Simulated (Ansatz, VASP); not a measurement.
**Two plane-wave programs on GaN**

The input INCAR:

```
SYSTEM = GaN
PREC = Accurate ; ENCUT = 520
EDIFF = 1E-6 ; ISMEAR = 0
SIGMA = 0.02 ; LREAL = .FALSE.
LASPH = .TRUE. ; NELM = 100
ALGO = Normal ; ISIF = 2
LWAVE = .FALSE. ; LCHARG = .TRUE.
GGA = PE ; LELF = .TRUE.
LVHAR = .TRUE. ; NBANDS = 16
```

KPOINTS

```
regular mesh
0
G
  10 10 10
  0 0 0
```

File POSCAR:

```
GaN
1.0
    0.0000000000      2.2038440018      2.2038440018
    2.2038440018      0.0000000000      2.2038440018
    2.2038440018      2.2038440018      0.0000000000
Ga N
1 1
Direct
    0.0000000000      0.0000000000      0.0000000000
    0.7500000000      0.7500000000      0.7500000000
```

Input for Ansatz:

```yaml
crystal:
  lattice:
    - [0.0, 2.2038440018, 2.2038440018]
    - [2.2038440018, 0.0, 2.2038440018]
    - [2.2038440018, 2.2038440018, 0.0]
  atoms:
    - { symbol: Ga, position: [0.0, 0.0, 0.0] }
    - { symbol: "N", position: [0.75, 0.75, 0.75] }
basis:
  ecutwfc: 420
kpoints:
  mp_grid: { grid: [10, 10, 10] }
hamiltonian:
  xc: pbe
scf:
  occupations: { method: gaussian, width: 0.02 }
output:
  forces: true
  stress: true
  eigenvalues: true
```

Alike in both runs: task single point; functional PBE; k mesh 10 × 10 × 10; occupations gaussian, width 0.02 eV; no spin polarisation.

|  | VASP | Ansatz |
| --- | --- | --- |
| version | VASP 6.6.1 | Ansatz 0.2.0 |
| potentials or method | VASP PAW PBE potentials, release 64 (Ga_d, N), cutoff 520 eV | scalar-relativistic, plane waves, PAW |
| valence electrons in the cell | 18 | 18 |

Ansatz gave:

```
gap on the k mesh at the Fermi level (eV) : 2.14
least direct gap on the mesh (eV)         : 2.14
pressure (GPa)                            : 20.0
```

Q: Which values does VASP return?

A: gap on the k mesh at the Fermi level (eV): 2.16; least direct gap on the mesh (eV): 2.16; pressure (GPa): 19.9.

The functional is the same, so the differences come from potentials, cutoffs and numerics.
